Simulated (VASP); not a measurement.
# Co4HC in VASP: a series of runs, part 2 of 2

VASP 6.6.1. The steps go on from the part before.

### Step 3. Single point, PBEsol, collinear spin, ferromagnetic start

INCAR reads:

```
PREC = Accurate
ENCUT = 520
EDIFF = 1E-6
ISMEAR = 0
SIGMA = 0.1
LREAL = F
LASPH = T
NELM = 150
ALGO = Normal
ISIF = 2
LWAVE = F
LCHARG = T
ISPIN = 2
MAGMOM = 1.94 1.89 1.88 1.92 1 0
LORBIT = 11
LMAXMIX = 4
LDIPOL = T
IDIPOL = 3
DIPOL = 0.5 0.5 0.502
GGA = PS
LELF = T
LVHAR = T
LVACPOTAV = T
NBANDS = 34
```

KPOINTS reads:

```
Automatic mesh
0
Gamma
  12 12 1
```

POSCAR reads:

```
Co4HC
1.0
    2.4564222732      0.0000000000      0.0000000000
   -1.2282111366      2.1273240910      0.0000000000
    0.0000000000      0.0000000000     26.0541203316
Co C H
4 1 1
Direct
    0.6666666667      0.3333333333      0.3262439834
    0.3333333333      0.6666666667      0.4024202945
    0.6666666667      0.3333333333      0.4781422958
    0.3333333333      0.6666666667      0.5587744514
    0.0000000000      0.0000000000      0.6033180538
    0.0000000000      0.0000000000      0.6456570813
```

Potentials or basis: VASP PAW PBE potentials, release 64 (Co, C, H).

Started as:

```
> cat potpaw_PBE.64/Co/POTCAR potpaw_PBE.64/C/POTCAR potpaw_PBE.64/H/POTCAR > POTCAR
> mpirun -np 1 vasp_std > vasp.out
```

OUTCAR:

```text
PREC = Accurate
   ENCUT = 520
   EDIFF = 1E-6
   ISMEAR = 0
   LREAL = F
   LASPH = T
   NELM = 150
   ISIF = 2
   ISPIN = 2
   LORBIT = 11
   GGA = PS

 ion  position               nearest neighbor table
   1  0.667  0.333  0.326-   2 2.44   2 2.44   2 2.44
   2  0.333  0.667  0.402-   3 2.43   3 2.43   3 2.43   1 2.44   1 2.44   1 2.44
   3  0.667  0.333  0.478-   2 2.43   2 2.43   2 2.43   4 2.53   4 2.53   4 2.53
   4  0.333  0.667  0.559-   5 1.83   5 1.83   5 1.83   3 2.53   3 2.53   3 2.53
   5  0.000  0.000  0.603-   6 1.10   4 1.83   4 1.83   4 1.83
   6  0.000  0.000  0.646-   5 1.10

  LATTYP: Found a hexagonal cell.
 ALAT       =     2.4564222732
 C/A-ratio  =    10.6065315462

  Lattice vectors:

 A1 = (   2.4564222732,   0.0000000000,   0.0000000000)
 A2 = (  -1.2282111366,   2.1273240910,   0.0000000000)
 A3 = (   0.0000000000,   0.0000000000,  26.0541203316)

Analysis of symmetry for initial positions (statically):
=====================================================================
 Subroutine PRICEL returns:
 Original cell was already a primitive cell.

 Routine SETGRP: Setting up the symmetry group for a
 hexagonal supercell.

 Subroutine GETGRP returns: Found  6 space group operations
 (whereof  6 operations were pure point group operations)
 out of a pool of 24 trial point group operations.

The static configuration has the point symmetry C_3v.

Analysis of symmetry for dynamics (positions and initial velocities):
=====================================================================
 Subroutine PRICEL returns:
 Original cell was already a primitive cell.

 Routine SETGRP: Setting up the symmetry group for a
 hexagonal supercell.

 Subroutine GETGRP returns: Found  6 space group operations
 (whereof  6 operations were pure point group operations)
 out of a pool of 24 trial point group operations.

The dynamic configuration has the point symmetry C_3v.

[... 177 lines left out ...]
      1     -13.8804      1.00000
      2      -8.0231      1.00000
      3      -7.1933      1.00000
      4      -5.5046      1.00000
      5      -4.2746      1.00000
      6      -2.0785      1.00000
[... 654 lines left out ...]
     31      10.6339      0.00000
     32      10.7527      0.00000
 Fermi energy:         1.2402909507

 spin component 2

 k-point     1 :       0.0000    0.0000    0.0000
  band No.  band energies     occupation
      1     -13.8895      1.00000
      2      -7.9690      1.00000
      3      -7.1067      1.00000
      4      -5.3172      1.00000
      5      -3.6123      1.00000
      6      -1.5422      1.00000
[... 654 lines left out ...]
     31      10.8970      0.00000
     32      11.3498      0.00000
 [bands above 32 left out]

------------------------ aborting loop because EDIFF is reached ----------------------------------------

  FORCE on cell =-STRESS in cart. coord.  units (eV):
  Direction    XX          YY          ZZ          XY          YZ          ZX
  --------------------------------------------------------------------------------------
  -------------------------------------------------------------------------------------
  Total        1.1350061      1.1350061     -0.5782982      0.0000000      0.0000000      0.0000000
  in kB       13.3565928     13.3565928     -6.8053326      0.0000000      0.0000000      0.0000000
  external PRESSURE =       6.6359510 kB  Pullay stress =       0.0000000 kB

 VOLUME and BASIS-vectors are now :
 -----------------------------------------------------------------------------
  energy-cutoff  :      520.00
  volume of cell :      136.15
      direct lattice vectors                 reciprocal lattice vectors
     2.456422273  0.000000000  0.000000000     0.407096130  0.235037060  0.000000000
    -1.228211137  2.127324091  0.000000000     0.000000000  0.470074120  0.000000000
     0.000000000  0.000000000 26.054120332     0.000000000  0.000000000  0.038381645

 POSITION                                       TOTAL-FORCE (eV/Angst)
 -----------------------------------------------------------------------------------
      1.22821      0.70911      8.50000        -0.000000      0.000000      0.286415
     -0.00000      1.41822     10.48471        -0.000000     -0.000000     -0.256685
      1.22821      0.70911     12.45758        -0.000000      0.000000     -0.011728
     -0.00000      1.41822     14.55838         0.000000      0.000000     -0.101898
      0.00000      0.00000     15.71892         0.000000     -0.000000      0.079118
      0.00000      0.00000     16.82203        -0.000000      0.000000      0.004777
 -----------------------------------------------------------------------------------
    total drift:                                0.000000     -0.000000     -0.001354

  FREE ENERGIE OF THE ION-ELECTRON SYSTEM (eV)
  ---------------------------------------------------
  free  energy   TOTEN  =       -41.9012688984 eV

  energy  without entropy=      -41.8784344803  energy(sigma->0) =      -41.88985169

 vacuum level on the upper side and lower side of the slab         4.271         6.364

 total charge

# of ion       s       p       d       tot
------------------------------------------
    1        0.494   0.429   7.253   8.177
    2        0.505   0.565   7.290   8.360
    3        0.508   0.550   7.263   8.322
    4        0.553   0.850   7.534   8.938
    5        0.888   1.524   0.000   2.411
    6        0.628   0.045   0.000   0.673
--------------------------------------------------
tot          3.576   3.963  29.341  36.880

 magnetization (x)

# of ion       s       p       d       tot
------------------------------------------
    1       -0.010  -0.034   1.722   1.678
    2       -0.015  -0.050   1.695   1.630
    3       -0.006  -0.034   1.610   1.570
    4        0.000  -0.019   0.563   0.544
    5       -0.004  -0.011   0.000  -0.015
    6       -0.002   0.000   0.000  -0.001
--------------------------------------------------
tot         -0.037  -0.148   5.590   5.405
```

OSZICAR:

```text
N       E                     dE             d eps       ncg     rms          rms(c)
DAV:   1     0.319059558765E+03    0.31906E+03   -0.17446E+04  2584   0.121E+03
DAV:   2    -0.152372114232E+02   -0.33430E+03   -0.31002E+03  2636   0.290E+02
DAV:   3    -0.477854403819E+02   -0.32548E+02   -0.30832E+02  3470   0.115E+02
[... 41 lines left out ...]
DAV:  45    -0.419012027460E+02   -0.22286E-04   -0.71564E-07  1872   0.676E-03    0.299E-03
DAV:  46    -0.419012345487E+02   -0.31803E-04   -0.47578E-07  1868   0.678E-03    0.383E-03
DAV:  47    -0.419012570374E+02   -0.22489E-04   -0.25386E-07  1780   0.487E-03    0.271E-03
DAV:  48    -0.419012681260E+02   -0.11089E-04   -0.23650E-07  1806   0.408E-03    0.341E-03
DAV:  49    -0.419012688984E+02   -0.77233E-06   -0.83249E-08  1828   0.277E-03
   1 F= -.41901269E+02 E0= -.41889852E+02  d E =-.228344E-01  mag=     5.3838
```

Wall time 6.4 min (1 thread of Intel Xeon Platinum 8488C (Sapphire Rapids), shared host); peak memory 0.37 GiB.

Results:

* Free energy: -41.9013 eV
* Largest force: 0.286 eV/Å
* Net moment: 5.38 μB per cell
* Site moments: Co +1.68, +1.63, +1.57, +0.54; C -0.01; H -0.00 μB
* Valence electrons inside the program's atomic spheres: Co 8.18, 8.36, 8.32, 8.94; C 2.41; H 0.67

Forces on the atoms (eV/Å):
```
Co   0.000  0.000  0.286
Co   0.000  0.000 -0.257
Co   0.000  0.000 -0.012
Co   0.000  0.000 -0.102
C    0.000  0.000  0.079
H    0.000  0.000  0.005
```

Caveat: the PAW data sets were made with another functional, which shifts forces and pressure a little.
